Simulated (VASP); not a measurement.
## SnSe2: single point with PBE

The system is SnSe2.

```xyz
3
Lattice="3.8110 0.0000 0.0000 -1.9055 3.3004 0.0000 0.0000 0.0000 6.1974" Properties=species:S:1:pos:R:3 pbc="T T T"
Sn    0.0000    0.0000    0.0000
Se    1.9055    1.1001    4.6542
Se    0.0000    2.2003    1.5431
```

- Program: VASP 6.6.1
- Task: single point
- Functional: PBE
- Potentials or basis: VASP PAW PBE potentials, release 64 (Sn_d, Se)
- Cutoff: 520 eV
- k mesh: 7 × 7 × 4
- Occupations: fermi-dirac, width 0.05 eV
- Spin: no spin polarisation
- Dipole correction: no
- Further INCAR settings: ALGO = Normal; EDIFF = 1e-06; NBANDS = 20

| Item | Value |
| --- | --- |
| Pressure | 4.9 GPa |
| Largest force | 0.650 eV/Å |
| Band gap on the k mesh | 0.85 eV, indirect (least direct gap 1.16 eV) |

Forces in eV/Å, atoms in the order of the input:
```
Sn   0.000  0.000  0.000
Se   0.000  0.000 -0.650
Se   0.000  0.000  0.650
```

Stress tensor (GPa, compression positive):
```
4.54 0.00 0.00
0.00 4.54 0.00
0.00 0.00 5.49
```

Levels at points of the mesh, in eV from the valence-band top:
| k point | band 10 | band 11 | band 12 | band 13 | band 14 | band 15 | band 16 | band 17 |
| --- | --- | --- | --- | --- | --- | --- | --- | --- |
| (0.00, 0.00, 0.00) | -0.59 | -0.28 | -0.28 | -0.01 | 1.15 | 3.06 | 4.71 | 4.71 |
| (0.00, 0.00, 0.50) | -0.67 | -0.67 | -0.14 | -0.14 | 2.51 | 3.01 | 4.46 | 4.46 |

Wall time 70 s on 1 thread of AMD EPYC 7R13, with other jobs on the host, peak memory 0.17 GiB.

Caveat: spin-orbit coupling is left out, which moves the levels of the heavy elements; this functional lacks dispersion, which binds the layers, so the pressure and a relaxed spacing across them are unreliable. A k mesh can miss the band edges.
